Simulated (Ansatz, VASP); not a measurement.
Ru: VASP beside Ansatz

```xyz
3
Lattice="4.2398 0.0000 0.0000 -2.1199 3.6718 0.0000 0.0000 0.0000 2.6652" Properties=species:S:1:pos:R:3 pbc="T T T"
Ru    0.0000    0.0000    0.0000
Ru    0.0000    2.4478    1.3326
Ru    2.1199    1.2239    1.3326
```

Alike in both runs: functional r2SCAN; k mesh 9 × 9 × 12; occupations fermi-dirac, width 0.1 eV; no spin polarisation.

Ansatz relaxed the structure, and its values are those at the end. VASP's run is a single point on that final structure, the one shown.

|  | VASP | Ansatz |
| --- | --- | --- |
| version | VASP 6.6.1 | Ansatz 0.2.0 |
| potentials or method | VASP PAW PBE potentials, release 64 (Ru_pv), cutoff 520 eV | plane waves (500 eV) with PAW, scalar-relativistic |
| valence electrons in the cell | 42 | 48 |

|  | VASP | Ansatz | Ansatz less VASP |
| --- | --- | --- | --- |
| pressure (GPa) | 1.5 | 0.0 | -1.45 |

VASP's potentials were made for PBE, not for r2SCAN. VASP's potentials hold 42 valence electrons a cell and Ansatz's 48, so a difference there can come from the potentials and not from the codes.
